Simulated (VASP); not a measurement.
# Re (Im-3m) in VASP: a series of runs, part 2 of 2

VASP 6.6.1. The steps go on from the part before.

### 3 Single point, PBEsol, non-collinear spin, zero start, spin-orbit coupling

INCAR reads:

```
PREC = Accurate ; ENCUT = 520
EDIFF = 1E-6 ; ISMEAR = 0
SIGMA = 0.1 ; LREAL = False
LASPH = True ; NELM = 150
ALGO = Fast ; ISIF = 2
LWAVE = False ; LCHARG = False
LNONCOLLINEAR = True ; MAGMOM = 0 0 0
LORBIT = 11 ; LSORBIT = True
GGA_COMPAT = False ; LORBMOM = True
LMAXMIX = 4 ; GGA = PS
NBANDS = 18
```

KPOINTS reads:

```
Automatic mesh
0
Gamma
  20 20 20
```

POSCAR reads:

```
Re
1.0
   -1.5425089010      1.5425089010      1.5425089010
    1.5425089010     -1.5425089010      1.5425089010
    1.5425089010      1.5425089010     -1.5425089010
Re
1
Direct
    0.0000000000      0.0000000000      0.0000000000
```

Potentials or basis: VASP PAW PBE potentials, release 64 (Re).

Started as:

```bash
$ cat potpaw_PBE.64/Re/POTCAR > POTCAR
$ mpirun -np 1 vasp_ncl > vasp.out
```

OUTCAR:

```text
PREC = Accurate
   ENCUT = 520
   EDIFF = 1E-6
   ISMEAR = 0
   LREAL = False
   LASPH = True
   NELM = 150
   ISIF = 2
   LNONCOLLINEAR = True
   LORBIT = 11
   LSORBIT = True
   GGA = PS

 ion  position               nearest neighbor table
   1  0.000  0.000  0.000-

  LATTYP: Found a body centered cubic cell.
 ALAT       =     3.0850178020

  Lattice vectors:

 A1 = (  -1.5425089010,   1.5425089010,   1.5425089010)
 A2 = (   1.5425089010,  -1.5425089010,   1.5425089010)
 A3 = (   1.5425089010,   1.5425089010,  -1.5425089010)

Analysis of symmetry for initial positions (statically):
=====================================================================
 Subroutine PRICEL returns:
 Original cell was already a primitive cell.

 Routine SETGRP: Setting up the symmetry group for a
 body centered cubic supercell.

 Subroutine GETGRP returns: Found 48 space group operations
 (whereof 48 operations were pure point group operations)
 out of a pool of 48 trial point group operations.

The static configuration has the point symmetry O_h .

Analysis of symmetry for dynamics (positions and initial velocities):
=====================================================================
 Subroutine PRICEL returns:
 Original cell was already a primitive cell.

 Routine SETGRP: Setting up the symmetry group for a
 body centered cubic supercell.

 Subroutine GETGRP returns: Found 48 space group operations
 (whereof 48 operations were pure point group operations)
 out of a pool of 48 trial point group operations.

The dynamic configuration has the point symmetry O_h .

Analysis of structural, dynamic, and magnetic symmetry:
=====================================================================
 Subroutine PRICEL returns:
 Original cell was already a primitive cell.

 Routine SETGRP: Setting up the symmetry group for a
 body centered cubic supercell.

 Subroutine GETGRP returns: Found 48 space group operations
 (whereof 48 operations were pure point group operations)
 out of a pool of 48 trial point group operations.

The overall configuration has the point symmetry O_h .

 Subroutine INISYM returns: Found 48 space group operations
 (whereof 48 operations are pure point group operations),
 and found     1 'primitive' translations

----------------------------------------------------------------------------------------

                                     Primitive cell

  volume of cell :      14.6806

  direct lattice vectors                    reciprocal lattice vectors
    -1.542508901  1.542508901  1.542508901     0.000000000  0.324147238  0.324147238
     1.542508901 -1.542508901  1.542508901     0.324147238  0.000000000  0.324147238
     1.542508901  1.542508901 -1.542508901     0.324147238  0.324147238  0.000000000

  length of vectors
     2.671703788  2.671703788  2.671703788     0.458413420  0.458413420  0.458413420

  position of ions in fractional coordinates (direct lattice)
     0.000000000  0.000000000  0.000000000

  ion indices of the primitive-cell ions
[... 93 lines left out ...]
     AMIX     =   0.40;   BMIX     =  1.00
     AMIX_MAG =   1.60;   BMIX_MAG =  1.00
  volume/ion in A,a.u.               =      14.68        99.07
  Fermi-wavevector in a.u.,A,eV,Ry     =   1.278968  2.416900 22.255870  1.635760
  Thomas-Fermi vector in A             =   2.411481
   LORBIT       =     11    0 simple, 1 ext, 2 COOP (PROOUT), +10 PAW based schemes
   GGA     = PS    functional components
   LHFCALC =     F    Hartree Fock is set to
   AEXX    =    0.0000 exact exchange contribution
   IVDW    =     0    specifies the selected vdW correction
   LEPSILON=     F    determine dielectric tensor
   LRPA    =     F    only Hartree local field effects (RPA)
 RMM-DIIS sequential band-by-band and
 Gauss-broadening in eV      SIGMA  =   0.10
  energy-cutoff  :      520.00
  volume of cell :       14.68
 maximum number of plane-waves:       840
   NGX =  9   NGY =  9   NGZ =  9

 number of electron       7.0000000 magnetization       0.0000000      0.0000000      0.0000000

 number of electron       6.9999999 magnetization       0.0000000     -0.0000000      0.0000000

 number of electron       6.9999999 magnetization       0.0000000     -0.0000000     -0.0000000

 Free energy of the ion-electron system (eV)
  ---------------------------------------------------
  ext. energy  EPLUGINS =         0.00000000
  ---------------------------------------------------
  free energy    TOTEN  =       -13.35276227 eV

  energy without entropy =      -13.34776262  energy(sigma->0) =      -13.35026244

 E-fermi :   8.6930     XC(G=0): -13.8319

 val. band max:        8.6879479707   @ k =  -0.3500   0.5000   0.1500
 cond. band min:       8.7001028106   @ k =  -0.3000   0.5000   0.1000
 fundamental gap:      0.0121548399
 Fermi energy:         8.6930405534

 k-point     1 :       0.0000    0.0000    0.0000
  band No.  band energies     occupation
      1      -2.1537      1.00000
      2      -2.1537      1.00000
      3       5.7184      1.00000
      4       5.7184      1.00000
      5       5.7184      1.00000
      6       5.7184      1.00000
[... 481 lines left out ...]
      5       5.2413      1.00000
      6       5.2413      1.00000
[... 10 lines left out ...]
     17      28.9440      0.00000
     18      29.6293      0.00000

 [... further k-points ...]
[... 5 lines left out ...]
  --------------------------------------------------------------------------------------
  -------------------------------------------------------------------------------------
  Total        0.0497637      0.0497637      0.0497637      0.0000000      0.0000000     -0.0000000
  in kB        5.4310003      5.4310003      5.4310003      0.0000000      0.0000000     -0.0000000
  external PRESSURE =       5.4310003 kB  Pullay stress =       0.0000000 kB

 VOLUME and BASIS-vectors are now :
 -----------------------------------------------------------------------------
  energy-cutoff  :      520.00
  volume of cell :       14.68
      direct lattice vectors                 reciprocal lattice vectors
    -1.542508901  1.542508901  1.542508901     0.000000000  0.324147238  0.324147238
     1.542508901 -1.542508901  1.542508901     0.324147238  0.000000000  0.324147238
     1.542508901  1.542508901 -1.542508901     0.324147238  0.324147238  0.000000000

 POSITION                                       TOTAL-FORCE (eV/Angst)
 -----------------------------------------------------------------------------------
      0.00000      0.00000      0.00000        -0.000000      0.000000     -0.000000
 -----------------------------------------------------------------------------------
    total drift:                                0.000000      0.000000      0.000000

  FREE ENERGIE OF THE ION-ELECTRON SYSTEM (eV)
  ---------------------------------------------------
  free  energy   TOTEN  =       -13.3527622650 eV

  energy  without entropy=      -13.3477626152  energy(sigma->0) =      -13.35026244

 orbital moment (x)

 # of ion     p       d       tot
 ----------------------------------------
  1        -0.000   0.000   0.000
 ----------------------------------------
           -0.000   0.000   0.000

 orbital moment (y)

 # of ion     p       d       tot
 ----------------------------------------
  1         0.000  -0.000  -0.000
 ----------------------------------------
            0.000  -0.000  -0.000

 orbital moment (z)

 # of ion     p       d       tot
 ----------------------------------------
  1         0.000   0.000   0.000
 ----------------------------------------
            0.000   0.000   0.000

 Spin-Orbit-Coupling matrix elements

 Ion:    1  E_soc:     -0.6197496
 l=   1
     0.0000000    -0.0404979    -0.0404979
    -0.0404979     0.0000000    -0.0404979
    -0.0404979    -0.0404979     0.0000000
 l=   2
     0.0000000    -0.0121997     0.0000000    -0.0121997    -0.0505940
    -0.0121997     0.0000000    -0.0379455    -0.0121997    -0.0126485
     0.0000000    -0.0379455     0.0000000    -0.0379455     0.0000000
    -0.0121997    -0.0121997    -0.0379455     0.0000000    -0.0126485
    -0.0505940    -0.0126485     0.0000000    -0.0126485     0.0000000
 l=   3
     0.0000000     0.0000000     0.0000000     0.0000000     0.0000000     0.0000000     0.0000000
     0.0000000     0.0000000     0.0000000     0.0000000     0.0000000     0.0000000     0.0000000
     0.0000000     0.0000000     0.0000000     0.0000000     0.0000000     0.0000000     0.0000000
     0.0000000     0.0000000     0.0000000     0.0000000     0.0000000     0.0000000     0.0000000
     0.0000000     0.0000000     0.0000000     0.0000000     0.0000000     0.0000000     0.0000000
     0.0000000     0.0000000     0.0000000     0.0000000     0.0000000     0.0000000     0.0000000
     0.0000000     0.0000000     0.0000000     0.0000000     0.0000000     0.0000000     0.0000000

 total charge

# of ion       s       p       d       tot
------------------------------------------
    1        0.615   0.695   4.831   6.141

 magnetization (x)

# of ion       s       p       d       tot
------------------------------------------
    1        0.000   0.000  -0.000  -0.000

 magnetization (y)

# of ion       s       p       d       tot
------------------------------------------
    1       -0.000  -0.000   0.000   0.000

 magnetization (z)

# of ion       s       p       d       tot
------------------------------------------
    1        0.000   0.000   0.000   0.000
```

OSZICAR:

```text
N       E                     dE             d eps       ncg     rms          rms(c)
DAV:   1     0.116057694180E+02    0.11606E+02   -0.33184E+03 18008   0.960E+02
DAV:   2    -0.132324220691E+02   -0.24838E+02   -0.21109E+02 16174   0.263E+02
DAV:   3    -0.140722278584E+02   -0.83981E+00   -0.78735E+00 14682   0.865E+01
DAV:   4    -0.140902577266E+02   -0.18030E-01   -0.17923E-01 15334   0.743E+00
DAV:   5    -0.140905433433E+02   -0.28562E-03   -0.28554E-03 15008   0.476E-01    0.342E+01
RMM:   6    -0.135291801326E+02    0.56136E+00   -0.76900E-02 10145   0.125E+01    0.153E+01
RMM:   7    -0.133559167014E+02    0.17326E+00   -0.57336E-01 14067   0.114E+01    0.785E+00
RMM:   8    -0.133551350770E+02    0.78162E-03   -0.16724E-01 14989   0.529E+00    0.465E-01
RMM:   9    -0.133547437037E+02    0.39137E-03   -0.20403E-02 14777   0.156E+00    0.169E-01
RMM:  10    -0.133531044802E+02    0.16392E-02   -0.59992E-04 11208   0.125E+00    0.420E-01
RMM:  11    -0.133526956439E+02    0.40884E-03   -0.13733E-03 12469   0.103E+00    0.427E-01
RMM:  12    -0.133527483828E+02   -0.52739E-04   -0.90867E-04 14347   0.358E-01    0.125E-01
RMM:  13    -0.133527576369E+02   -0.92541E-05   -0.11075E-04 14254   0.145E-01    0.345E-02
RMM:  14    -0.133527612937E+02   -0.36568E-05   -0.24207E-05 14625   0.741E-02    0.917E-03
RMM:  15    -0.133527622650E+02   -0.97128E-06   -0.68559E-06 10798   0.324E-02
   1 F= -.13352762E+02 E0= -.13350262E+02  d E =-.499965E-02  mag=     0.0000     0.0000    -0.0000
```

Wall time 1.7 min (1 thread of AMD EPYC 9R45 (Zen 5), shared host); peak memory 0.2 GiB.

Results:

| Quantity | Value |
| --- | --- |
| Free energy | -13.3528 eV |
| Pressure | 0.5 GPa |
| Net moment | 0.00 μB per cell |
| Valence electrons inside the program's atomic spheres | Re 6.14 |

Moments on the atoms (μB; x, y, z):
```
Re  0.00 0.00 0.00
```

Caveat: the PAW data sets were made with another functional, which shifts forces and pressure a little.
